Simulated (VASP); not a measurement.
# PbO (P6_3/mmc) in VASP: notebook

Aim: see how the results for PbO move with the level of theory and the settings. Levels: r2SCAN, PBE. Tasks: single point.

Program: VASP 6.6.1. These are calculated values, not measurements. Logs are shortened: lines on timing, memory, paths and dates and some standing lists are left out, and cuts for length are marked.

### Step 1. The cell of the first run

Symmetry: P6_3/mmc, No. 194, hexagonal system. The conventional cell has a = 3.530 Å, b = 3.530 Å, c = 6.405 Å, α = 90.00°, β = 90.00°, γ = 120.00°. Pb (site symmetry -3m) has 6 O at 2.59 Å and 2 Pb at 3.20 Å within 3.4 Å. O (site symmetry -6m2) has 6 Pb at 2.59 Å within 3.4 Å.

### Step 2. Single point, r2SCAN (volume changed by -3%)

POSCAR reads:

```
PbO
1.0
    3.5304311768      0.0000000000      0.0000000000
   -1.7652155884      3.0574430854      0.0000000000
    0.0000000000      0.0000000000      6.4047505306
Pb O
2 2
Direct
    0.0000000000      0.0000000000      0.0000000000
    0.0000000000      0.0000000000      0.5000000000
    0.3333333333      0.6666666667      0.2500000000
    0.6666666667      0.3333333333      0.7500000000
```

INCAR.step1 reads:

```
PREC     = Accurate       # precision mode
ENCUT    = 520            # plane-wave cutoff, eV
ISMEAR   = -1             # smearing method
SIGMA    = 0.02           # smearing width, eV
LREAL    = F              # projectors in reciprocal space
LASPH    = T              # aspherical terms in the spheres
NELM     = 100            # most SCF steps
NBANDS   = 28             # bands
GGA      = PE             # functional
ALGO     = Normal         # electronic algorithm
EDIFF    = 1E-4           # SCF threshold, eV
LWAVE    = T              # write WAVECAR
LCHARG   = F              # write CHGCAR
```

INCAR.step2 reads:

```
PREC     = Accurate       # precision mode
ENCUT    = 520            # plane-wave cutoff, eV
EDIFF    = 1E-6           # SCF threshold, eV
ISMEAR   = -1             # smearing method
SIGMA    = 0.02           # smearing width, eV
LREAL    = F              # projectors in reciprocal space
LASPH    = T              # aspherical terms in the spheres
NELM     = 100            # most SCF steps
ALGO     = Normal         # electronic algorithm
ISIF     = 2              # what is computed and relaxed
LWAVE    = F              # write WAVECAR
LCHARG   = F              # write CHGCAR
METAGGA  = R2SCAN         # meta-GGA
LMIXTAU  = T            
NBANDS   = 28             # bands
ISTART   = 1
```

KPOINTS reads:

```
Automatic mesh
0
Gamma
  9 9 4
```

Potentials or basis: VASP PAW PBE potentials, release 64 (Pb_d, O).

Command:

```
> cat potpaw_PBE.64/Pb_d/POTCAR potpaw_PBE.64/O/POTCAR > POTCAR
> cp INCAR.step1 INCAR
> mpirun -np 1 vasp_std > vasp.out
> cp INCAR.step2 INCAR
> mpirun -np 1 vasp_std > vasp.out
```

OUTCAR:

```text
PREC = Accurate
   ENCUT = 520
   EDIFF = 1E-6
   ISMEAR = -1
   LREAL = F
   LASPH = T
   NELM = 100
   ISIF = 2
   METAGGA = R2SCAN
   ISTART = 1

 ion  position               nearest neighbor table
   1  0.000  0.000  0.000-   3 2.59   4 2.59   3 2.59   4 2.59   4 2.59   3 2.59   2 3.20   2 3.20

   2  0.000  0.000  0.500-   3 2.59   4 2.59   3 2.59   4 2.59   4 2.59   3 2.59   1 3.20   1 3.20

   3  0.333  0.667  0.250-   1 2.59   2 2.59   1 2.59   2 2.59   1 2.59   2 2.59
   4  0.667  0.333  0.750-   1 2.59   2 2.59   1 2.59   2 2.59   1 2.59   2 2.59

  LATTYP: Found a hexagonal cell.
 ALAT       =     3.5304311768
 C/A-ratio  =     1.8141553283

  Lattice vectors:

 A1 = (   3.5304311768,   0.0000000000,   0.0000000000)
 A2 = (  -1.7652155884,   3.0574430854,   0.0000000000)
 A3 = (   0.0000000000,   0.0000000000,   6.4047505306)

Analysis of symmetry for initial positions (statically):
=====================================================================
 Subroutine PRICEL returns:
 Original cell was already a primitive cell.

 Routine SETGRP: Setting up the symmetry group for a
 hexagonal supercell.

 Subroutine GETGRP returns: Found 24 space group operations
 (whereof 12 operations were pure point group operations)
 out of a pool of 24 trial point group operations.

The static configuration has the point symmetry D_3d.
 The point group associated with its full space group is D_6h.

Analysis of symmetry for dynamics (positions and initial velocities):
=====================================================================
 Subroutine PRICEL returns:
 Original cell was already a primitive cell.

 Routine SETGRP: Setting up the symmetry group for a
 hexagonal supercell.

 Subroutine GETGRP returns: Found 24 space group operations
 (whereof 12 operations were pure point group operations)
 out of a pool of 24 trial point group operations.

The dynamic configuration has the point symmetry D_3d.
 The point group associated with its full space group is D_6h.

 Subroutine INISYM returns: Found 24 space group operations
 (whereof 12 operations are pure point group operations),
 and found     1 'primitive' translations

----------------------------------------------------------------------------------------

                                     Primitive cell

  volume of cell :      69.1335

  direct lattice vectors                    reciprocal lattice vectors
[... 91 lines left out ...]
   EDIFF  = 0.1E-05   stopping-criterion for ELM
   LREAL  =      F    real-space projection
   EDIFFG = 0.1E-04   stopping-criterion for IOM
   NSW    =      0    number of steps for IOM
   IBRION =     -1    ionic relax: 0-MD 1-quasi-New 2-CG
   NFREE  =      0    steps in history (QN), initial steepest desc. (CG)
   ISIF   =      2    stress and relaxation
   ISYM   =      2    0-nonsym 1-usesym 2-fastsym
   POTIM  = 0.5000    time-step for ionic-motion
   TEBEG  =    0.0;   TEEND  =   0.0 temperature during run
   PSTRESS=    0.0 pullay stress
   NELECT =      40.0000    total number of electrons
   NUPDOWN=      -1.0000    fix difference up-down
   EMIN   =  10.00;   EMAX   =-10.00  energy-range for DOS
   EFERMI =   0.00;   METHOD = LEGACY
   ISMEAR =    -1;   SIGMA  =   0.02  broadening in eV -4-tet -1-fermi 0-gaus
   EFERMI_NEDOS =   21; number of points for ismear=-14 and -15
   IALGO  =     38    algorithm
   IMIX   =      4    mixing-type and parameters
     AMIX     =   0.40;   BMIX     =  1.00
     AMIX_MAG =   1.60;   BMIX_MAG =  1.00
  volume/ion in A,a.u.               =      17.28       116.63
  Fermi-wavevector in a.u.,A,eV,Ry     =   1.364160  2.577889 25.319532  1.860933
  Thomas-Fermi vector in A             =   2.490500
   LORBIT       =      0    0 simple, 1 ext, 2 COOP (PROOUT), +10 PAW based schemes
   METAGGA = R2SCAN    functional components
   LHFCALC =     F    Hartree Fock is set to
   AEXX    =    0.0000 exact exchange contribution
   IVDW    =     0    specifies the selected vdW correction
   LEPSILON=     F    determine dielectric tensor
   LRPA    =     F    only Hartree local field effects (RPA)
 non-spin polarized calculation
  energy-cutoff  :      520.00
  volume of cell :       69.13
 maximum number of plane-waves:      1907
 NGX is ok and might be reduce to    28
   NGX = 13   NGY = 13   NGZ = 23

 number of electron      40.0000004 magnetization

 Free energy of the ion-electron system (eV)
  ---------------------------------------------------
  ext. energy  EPLUGINS =         0.00000000
  ---------------------------------------------------
  free energy    TOTEN  =      -128.17803384 eV

  energy without entropy =     -128.17772442  energy(sigma->0) =     -128.17787913

 E-fermi :   7.1766     XC(G=0): -11.4103

 val. band max:        7.1191403652   @ k =   0.1111  -0.0000   0.0000
 cond. band min:       7.2340498239   @ k =   0.4444   0.0000   0.0000
 fundamental gap:      0.1149094587
 Fermi energy:         7.1765978351

 k-point     1 :       0.0000    0.0000    0.0000
  band No.  band energies     occupation
      1     -12.1974      2.00000
      2     -11.5998      2.00000
      3     -10.7346      2.00000
      4     -10.4667      2.00000
      5     -10.4667      2.00000
      6     -10.4233      2.00000
[... 733 lines left out ...]
     27      17.9072      0.00000
     28      17.9072      0.00000

 [... further k-points ...]

------------------------ aborting loop because EDIFF is reached ----------------------------------------

  FORCE on cell =-STRESS in cart. coord.  units (eV):
  Direction    XX          YY          ZZ          XY          YZ          ZX
  --------------------------------------------------------------------------------------
  -------------------------------------------------------------------------------------
  Total        1.3514675      1.3514675      1.7305821      0.0000000      0.0000000      0.0000000
  in kB       31.3204380     31.3204380     40.1064700      0.0000000      0.0000000      0.0000000
  external PRESSURE =      34.2491153 kB  Pullay stress =       0.0000000 kB

 VOLUME and BASIS-vectors are now :
 -----------------------------------------------------------------------------
  energy-cutoff  :      520.00
  volume of cell :       69.13
      direct lattice vectors                 reciprocal lattice vectors
     3.530431177  0.000000000  0.000000000     0.283251521  0.163535342  0.000000000
    -1.765215588  3.057443085  0.000000000     0.000000000  0.327070684  0.000000000
     0.000000000  0.000000000  6.404750531     0.000000000  0.000000000  0.156134106

 POSITION                                       TOTAL-FORCE (eV/Angst)
 -----------------------------------------------------------------------------------
      0.00000      0.00000      0.00000        -0.000000     -0.000000      0.000000
      0.00000      0.00000      3.20238        -0.000000     -0.000000      0.000000
     -0.00000      2.03830      1.60119         0.000000      0.000000      0.000000
      1.76522      1.01915      4.80356         0.000000     -0.000000     -0.000000
 -----------------------------------------------------------------------------------
    total drift:                                0.000000     -0.000000      0.000000

  FREE ENERGIE OF THE ION-ELECTRON SYSTEM (eV)
  ---------------------------------------------------
  free  energy   TOTEN  =      -128.1780338396 eV

  energy  without entropy=     -128.1777244232  energy(sigma->0) =     -128.17787913
```

OUTCAR.step1:

```text
PREC = Accurate
   ENCUT = 520
   ISMEAR = -1
   LREAL = F
   LASPH = T
[... 976 lines left out ...]
      0.00000      0.00000      0.00000         0.000000      0.000000      0.000000
      0.00000      0.00000      3.20238         0.000000      0.000000      0.000000
     -0.00000      2.03830      1.60119         0.000000     -0.000000     -0.000000
      1.76522      1.01915      4.80356        -0.000000      0.000000      0.000000
 -----------------------------------------------------------------------------------
    total drift:                                0.000000     -0.000000      0.000000

  FREE ENERGIE OF THE ION-ELECTRON SYSTEM (eV)
  ---------------------------------------------------
  free  energy   TOTEN  =       -20.3384901079 eV

  energy  without entropy=      -20.3378802216  energy(sigma->0) =      -20.33818516
```

Run time: 4.2 min. Hardware: 1 thread of Intel Xeon 6975P-C (Granite Rapids), shared host; peak memory 0.23 GiB.

Results:

```yaml
Free_energy: -128.1780 eV
Pressure: 3.4 GPa
Band_gap_on_the_k_mesh: 0.11 eV, indirect (least direct gap 0.46 eV)
```

Caveat: the cell differs from its parent crystal (volume changed by -3%); the PAW data sets were made with another functional, which shifts forces and pressure a little; spin-orbit coupling is left out, which moves the levels of the heavy elements. A k mesh can miss the band edges.

### Step 3. Single point, r2SCAN

This run uses another cell than the first one, of 17.82 Å³/atom, 1.031 times its volume.

POSCAR reads:

```
PbO
1.0
    3.5664584730      0.0000000000      0.0000000000
   -1.7832292365      3.0886436392      0.0000000000
    0.0000000000      0.0000000000      6.4701096420
Pb O
2 2
Direct
    0.0000000000      0.0000000000      0.0000000000
    0.0000000000      0.0000000000      0.5000000000
    0.3333333333      0.6666666667      0.2500000000
    0.6666666667      0.3333333333      0.7500000000
```

INCAR.step1 reads:

```
SYSTEM = PbO
ALGO = Normal ; EDIFF = 1E-4
ENCUT = 520 ; GGA = PE
ISMEAR = -1 ; LASPH = .TRUE.
LCHARG = .FALSE. ; LREAL = .FALSE.
LWAVE = .TRUE. ; NBANDS = 28
NELM = 100 ; PREC = Accurate
SIGMA = 0.02
```

INCAR.step2 reads:

```
SYSTEM = PbO
ALGO = Normal ; EDIFF = 1E-6
ENCUT = 520 ; ISIF = 2
ISMEAR = -1 ; ISTART = 1
LASPH = .TRUE. ; LCHARG = .FALSE.
LMIXTAU = .TRUE. ; LREAL = .FALSE.
LWAVE = .FALSE. ; METAGGA = R2SCAN
NBANDS = 28 ; NELM = 100
PREC = Accurate ; SIGMA = 0.02
```

KPOINTS reads:

```
k-points
0
G
  9 9 4
  0 0 0
```

Potentials or basis: VASP PAW PBE potentials, release 64 (Pb_d, O).

Command:

```
> cat potpaw_PBE.64/Pb_d/POTCAR potpaw_PBE.64/O/POTCAR > POTCAR
> cp INCAR.step1 INCAR
> mpirun -np 1 vasp_std > vasp.out
> cp INCAR.step2 INCAR
> mpirun -np 1 vasp_std > vasp.out
```

OUTCAR:

```text
SYSTEM = PbO
   EDIFF = 1E-6
   ENCUT = 520
   ISIF = 2
   ISMEAR = -1
   ISTART = 1
   LASPH = .TRUE.
   LREAL = .FALSE.
   METAGGA = R2SCAN
   NELM = 100
   PREC = Accurate

 ion  position               nearest neighbor table
   1  0.000  0.000  0.000-   3 2.62   4 2.62   4 2.62   3 2.62   4 2.62   3 2.62   2 3.24   2 3.24

   2  0.000  0.000  0.500-   3 2.62   4 2.62   4 2.62   3 2.62   4 2.62   3 2.62   1 3.24   1 3.24

   3  0.333  0.667  0.250-   1 2.62   2 2.62   1 2.62   2 2.62   1 2.62   2 2.62
   4  0.667  0.333  0.750-   1 2.62   2 2.62   1 2.62   2 2.62   1 2.62   2 2.62

  LATTYP: Found a hexagonal cell.
 ALAT       =     3.5664584730
 C/A-ratio  =     1.8141553283

  Lattice vectors:

 A1 = (   3.5664584730,   0.0000000000,   0.0000000000)
 A2 = (  -1.7832292365,   3.0886436392,   0.0000000000)
 A3 = (   0.0000000000,   0.0000000000,   6.4701096420)

Analysis of symmetry for initial positions (statically):
=====================================================================
 Subroutine PRICEL returns:
 Original cell was already a primitive cell.

 Routine SETGRP: Setting up the symmetry group for a
 hexagonal supercell.

 Subroutine GETGRP returns: Found 24 space group operations
 (whereof 12 operations were pure point group operations)
 out of a pool of 24 trial point group operations.

The static configuration has the point symmetry D_3d.
 The point group associated with its full space group is D_6h.

Analysis of symmetry for dynamics (positions and initial velocities):
=====================================================================
 Subroutine PRICEL returns:
 Original cell was already a primitive cell.

 Routine SETGRP: Setting up the symmetry group for a
 hexagonal supercell.

 Subroutine GETGRP returns: Found 24 space group operations
 (whereof 12 operations were pure point group operations)
 out of a pool of 24 trial point group operations.

The dynamic configuration has the point symmetry D_3d.
 The point group associated with its full space group is D_6h.

 Subroutine INISYM returns: Found 24 space group operations
[... 115 lines left out ...]
   EFERMI =   0.00;   METHOD = LEGACY
   ISMEAR =    -1;   SIGMA  =   0.02  broadening in eV -4-tet -1-fermi 0-gaus
   EFERMI_NEDOS =   21; number of points for ismear=-14 and -15
   IALGO  =     38    algorithm
   IMIX   =      4    mixing-type and parameters
     AMIX     =   0.40;   BMIX     =  1.00
     AMIX_MAG =   1.60;   BMIX_MAG =  1.00
  volume/ion in A,a.u.               =      17.82       120.24
  Fermi-wavevector in a.u.,A,eV,Ry     =   1.350380  2.551848 24.810575  1.823526
  Thomas-Fermi vector in A             =   2.477889
   LORBIT       =      0    0 simple, 1 ext, 2 COOP (PROOUT), +10 PAW based schemes
   METAGGA = R2SCAN    functional components
   LHFCALC =     F    Hartree Fock is set to
   AEXX    =    0.0000 exact exchange contribution
   IVDW    =     0    specifies the selected vdW correction
   LEPSILON=     F    determine dielectric tensor
   LRPA    =     F    only Hartree local field effects (RPA)
 non-spin polarized calculation
  energy-cutoff  :      520.00
  volume of cell :       71.27
 maximum number of plane-waves:      1950
 NGX is ok and might be reduce to    28
   NGX = 13   NGY = 13   NGZ = 25

 number of electron      39.9999997 magnetization

 Free energy of the ion-electron system (eV)
  ---------------------------------------------------
  ext. energy  EPLUGINS =         0.00000000
  ---------------------------------------------------
  free energy    TOTEN  =      -128.20395002 eV

  energy without entropy =     -128.20387204  energy(sigma->0) =     -128.20391103

 E-fermi :   6.7595     XC(G=0): -11.2379

 val. band max:        6.6660032382   @ k =   0.1111   0.0000   0.0000
 cond. band min:       6.8530377593   @ k =   0.4444  -0.0000   0.0000
 fundamental gap:      0.1870345211
 Fermi energy:         6.7595120182

 k-point     1 :       0.0000    0.0000    0.0000
  band No.  band energies     occupation
      1     -12.3543      2.00000
      2     -11.8047      2.00000
      3     -11.0772      2.00000
      4     -10.8335      2.00000
      5     -10.8335      2.00000
      6     -10.7958      2.00000
[... 733 lines left out ...]
     27      17.3869      0.00000
     28      17.3869      0.00000

 [... further k-points ...]
[... 5 lines left out ...]
  --------------------------------------------------------------------------------------
  -------------------------------------------------------------------------------------
  Total        0.0995750      0.0995750      0.0630865      0.0000000      0.0000000      0.0000000
  in kB        2.2384330      2.2384330      1.4181777      0.0000000      0.0000000      0.0000000
  external PRESSURE =       1.9650146 kB  Pullay stress =       0.0000000 kB

 VOLUME and BASIS-vectors are now :
 -----------------------------------------------------------------------------
  energy-cutoff  :      520.00
  volume of cell :       71.27
      direct lattice vectors                 reciprocal lattice vectors
     3.566458473  0.000000000  0.000000000     0.280390199  0.161883357  0.000000000
    -1.783229236  3.088643639  0.000000000     0.000000000  0.323766713  0.000000000
     0.000000000  0.000000000  6.470109642     0.000000000  0.000000000  0.154556886

 POSITION                                       TOTAL-FORCE (eV/Angst)
 -----------------------------------------------------------------------------------
      0.00000      0.00000      0.00000         0.000000      0.000000      0.000000
      0.00000      0.00000      3.23505         0.000000      0.000000      0.000000
     -0.00000      2.05910      1.61753        -0.000000     -0.000000     -0.000000
      1.78323      1.02955      4.85258        -0.000000      0.000000      0.000000
 -----------------------------------------------------------------------------------
    total drift:                                0.000000     -0.000000      0.000000

  FREE ENERGIE OF THE ION-ELECTRON SYSTEM (eV)
  ---------------------------------------------------
  free  energy   TOTEN  =      -128.2039500171 eV

  energy  without entropy=     -128.2038720422  energy(sigma->0) =     -128.20391103
```

OUTCAR.step1:

```text
SYSTEM = PbO
   EDIFF = 1E-4
   ENCUT = 520
   GGA = PE
   ISMEAR = -1
   LASPH = .TRUE.
   LREAL = .FALSE.
   NELM = 100
[... 975 lines left out ...]
      0.00000      0.00000      3.23505         0.000000      0.000000      0.000000
     -0.00000      2.05910      1.61753        -0.000000      0.000000     -0.000000
      1.78323      1.02955      4.85258         0.000000     -0.000000      0.000000
 -----------------------------------------------------------------------------------
    total drift:                                0.000000     -0.000000      0.000000

  FREE ENERGIE OF THE ION-ELECTRON SYSTEM (eV)
  ---------------------------------------------------
  free  energy   TOTEN  =       -20.3967771099 eV

  energy  without entropy=      -20.3957506353  energy(sigma->0) =      -20.39626387
```

OSZICAR.step1:

```text
N       E                     dE             d eps       ncg     rms          rms(c)
DAV:   1     0.482255262360E+03    0.48226E+03   -0.20142E+04  2020   0.175E+03
DAV:   2     0.388570696790E+02   -0.44340E+03   -0.42496E+03  2068   0.468E+02
DAV:   3    -0.220001451931E+02   -0.60857E+02   -0.59089E+02  2532   0.188E+02
DAV:   4    -0.247493921189E+02   -0.27492E+01   -0.27391E+01  2360   0.412E+01
DAV:   5    -0.248348301801E+02   -0.85438E-01   -0.85432E-01  2440   0.750E+00    0.121E+01
DAV:   6    -0.209567682672E+02    0.38781E+01   -0.26378E+01  2988   0.339E+01    0.706E+00
DAV:   7    -0.204215865717E+02    0.53518E+00   -0.36221E+00  2612   0.145E+01    0.233E+00
DAV:   8    -0.204326174759E+02   -0.11031E-01   -0.84107E-01  2324   0.676E+00    0.175E+00
DAV:   9    -0.203962489465E+02    0.36369E-01   -0.74711E-02  2340   0.213E+00    0.278E-01
DAV:  10    -0.203971681014E+02   -0.91915E-03   -0.90386E-03  2368   0.620E-01    0.201E-01
DAV:  11    -0.203967620112E+02    0.40609E-03   -0.16071E-03  2192   0.237E-01    0.162E-02
DAV:  12    -0.203967771099E+02   -0.15099E-04   -0.47133E-05  1076   0.677E-02
   1 F= -.20396777E+02 E0= -.20396264E+02  d E =-.102647E-02
```

Wall time 4.2 min (1 thread of Intel Xeon 6975P-C (Granite Rapids), shared host); peak memory 0.23 GiB.

What came out:

```yaml
Free_energy: -128.2040 eV
Pressure: 0.2 GPa
Band_gap_on_the_k_mesh: 0.19 eV, indirect (least direct gap 0.38 eV)
```

Levels at points of the mesh, in eV from the valence-band top:
```
           k point  band 18  band 19  band 20  band 21  band 22  band 23
(0.00, 0.00, 0.00)    -2.22    -2.22    -0.10     0.27     6.44     6.44
(0.00, 0.00, 0.50)    -2.42    -2.12    -2.12     3.67     3.67     7.05
```

Caveat: the PAW data sets were made with another functional, which shifts forces and pressure a little; spin-orbit coupling is left out, which moves the levels of the heavy elements. A k mesh can miss the band edges.

[end of part 1 of 3]
